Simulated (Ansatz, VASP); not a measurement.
**LiH: VASP beside Ansatz**

```xyz
2
Lattice="0.0203 2.0427 2.0427 2.0427 0.0203 2.0427 2.0427 2.0427 0.0203" Properties=species:S:1:pos:R:3 pbc="T T T"
Li    0.0000    0.0000    0.0000
H     2.0528    2.0528    2.0528
```

Change from the starting cell: equal xy, yz and zx shear strains of +1 %.

Alike in both runs: task single point; functional LDA; k mesh 11 × 11 × 11; occupations fermi-dirac, width 0.03 eV; no spin polarisation.

|  | VASP | Ansatz |
| --- | --- | --- |
| version | VASP 6.6.1 | Ansatz 0.2.0 |
| potentials or method | VASP PAW LDA potentials, release 64 (Li_sv, H), cutoff 520 eV | all-electron LAPW, scalar-relativistic |

VASP gave:

```
gap on the k mesh at the Fermi level (eV) : 2.83
```

**Question.** What did Ansatz give for the same quantities?

**Answer.** gap on the k mesh at the Fermi level (eV): 2.84.

LDA's correlation is that of Perdew and Zunger in VASP and of Perdew and Wang (1992) in Ansatz. Ansatz ran all-electron here, and VASP with PAW potentials.

Noted on VASP's run: the cutoff is short for stress, so the pressure is rough.
